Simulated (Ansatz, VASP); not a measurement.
## Co: VASP beside Ansatz

INCAR

```
PREC = Accurate
ENCUT = 520
EDIFF = 1E-6
ISMEAR = -1
SIGMA = 0.1
LREAL = F
LASPH = T
NELM = 150
ALGO = Normal
ISIF = 2
LWAVE = F
LCHARG = F
ISPIN = 2
MAGMOM = 1.7 1.7
LORBIT = 11
LMAXMIX = 4
GGA = PE
NBANDS = 20
```

The input KPOINTS:

```
Automatic mesh
0
Gamma
  15 15 8
```

Contents of POSCAR:

```
Co
1.0
    1.2465198872     -2.1590357772      0.0000000000
    1.2465198872      2.1590357772      0.0000000000
    0.0000000000      0.0000000000      4.0369294962
Co
2
Direct
    0.6666666670      0.3333333330      0.2500000000
    0.3333333330      0.6666666670      0.7500000000
```

Input for Ansatz:

```yaml
crystal:
  lattice:
    - [1.2465198872, -2.1590357772, 0.0]
    - [1.2465198872, 2.1590357772, 0.0]
    - [0.0, 0.0, 4.0369294962]
  atoms:
    - { symbol: Co, position: [0.666666667, 0.333333333, 0.25], spin: 1.7 }
    - { symbol: Co, position: [0.333333333, 0.666666667, 0.75], spin: 1.7 }
magnetization:
  spin_polarized: true
kpoints:
  mp_grid: { grid: [15, 15, 8] }
scf:
  occupations: { method: fermi_dirac, width: 0.1 }
hamiltonian:
  xc: pbe
  pseudopotentials: { kind: all_electron, lapw: { basis_error: 0.001 } }
output:
  forces: true
  stress: true
  eigenvalues: true
```

Alike in both runs: task single point; functional PBE; k mesh 15 × 15 × 8; occupations fermi-dirac, width 0.1 eV; collinear spin.

|  | VASP | Ansatz |
| --- | --- | --- |
| version | VASP 6.6.1 | Ansatz 0.2.0 |
| potentials or method | VASP PAW PBE potentials, release 64 (Co), cutoff 520 eV | all-electron LAPW, scalar-relativistic |

|  | VASP | Ansatz | Ansatz less VASP |
| --- | --- | --- | --- |
| pressure (GPa) | -0.5 | 0.1 | +0.64 |
| traceless stress, the component that is largest in VASP (GPa) | -0.15 | -0.02 | +0.129 |
| net moment per atom (μB) | 1.61 | 1.62 | +0.007 |
| size of the moment on the site where the two differ most (μB) | 1.63 | 1.68 | +0.041 |

Site moments also hang on the region over which each program counts them. Ansatz ran all-electron here, and VASP with PAW potentials.
